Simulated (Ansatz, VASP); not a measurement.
## LaTlCl4 in VASP and in Ansatz

Contents of INCAR:

```
SYSTEM = LaTlCl4
ALGO = Normal
EDIFF = 1E-6
EDIFFG = -0.08
ENCUT = 600
GGA = PE
IBRION = 2
ISIF = 3
ISMEAR = 0
LASPH = .True.
LCHARG = .False.
LREAL = .False.
LWAVE = .False.
NELM = 60
NSW = 36
PREC = Accurate
SIGMA = 0.15
```

The input KPOINTS:

```
k-points
0
Gamma
  3 3 2
  0 0 0
```

File POSCAR:

```
LaTlCl4
1.0
    4.9457521500      0.0000000000      0.0000000000
    2.0445664700      4.6263121100      0.0000000000
    1.4295437000     -0.1289827400      7.5735570600
La Tl Cl
1 1 4
Direct
    0.5000000000      0.0000000000      0.0000000000
    0.0000000000      0.5000000000      0.5000000000
    0.5818154400      0.6398666800      0.2998437200
    0.4181845600      0.3601333200      0.7001562800
    0.1447442000      0.6019523600      0.0621409800
    0.8552558000      0.3980476400      0.9378590200
```

Input for Ansatz:

```yaml
crystal:
  lattice:
    - [4.94575215, 0.0, 0.0]
    - [2.04456647, 4.62631211, 0.0]
    - [1.4295437, -0.12898274, 7.57355706]
  atoms:
    - { symbol: La, position: [0.5, 0.0, 0.0] }
    - { symbol: Tl, position: [0.0, 0.5, 0.5] }
    - { symbol: Cl, position: [0.58181544, 0.63986668, 0.29984372] }
    - { symbol: Cl, position: [0.41818456, 0.36013332, 0.70015628] }
    - { symbol: Cl, position: [0.1447442, 0.60195236, 0.06214098] }
    - { symbol: Cl, position: [0.8552558, 0.39804764, 0.93785902] }
basis:
  ecutwfc: 420
kpoints:
  mp_grid: { grid: [3, 3, 2] }
hamiltonian:
  xc: pbe
scf:
  occupations: { method: gaussian, width: 0.15 }
  lower_state_search: "off"
output:
  forces: true
  stress: true
  eigenvalues: true
relax:
  adjacent_minimum: "off"
  f_tol: 0.08
  max_steps: 16
  cell: { stress_tol: 0.8 }
```

Alike in both runs: task relaxation of cell and atoms; functional PBE; k mesh 3 × 3 × 2; occupations gaussian, width 0.15 eV; no spin polarisation.

|  | VASP | Ansatz |
| --- | --- | --- |
| version | VASP 6.6.1 | Ansatz 0.2.0 |
| potentials or method | VASP PAW PBE potentials, release 64 (La, Tl_d, Cl), cutoff 600 eV | scalar-relativistic, plane waves, PAW |
| valence electrons in the cell | 52 | 52 |

```tsv
	VASP	Ansatz	Ansatz less VASP
gap on the k mesh at the Fermi level, each at its own relaxed structure (eV)	3.55	3.46	-0.087
relaxed volume (Å³/atom)	31.80	31.59	-0.210
relaxed length of the cell vector where the two differ most in proportion (Å)	9.079	8.938	-0.1419
```

The k mesh is coarse, so the values compare programs but aren't converged. Neither program's run includes spin-orbit coupling.
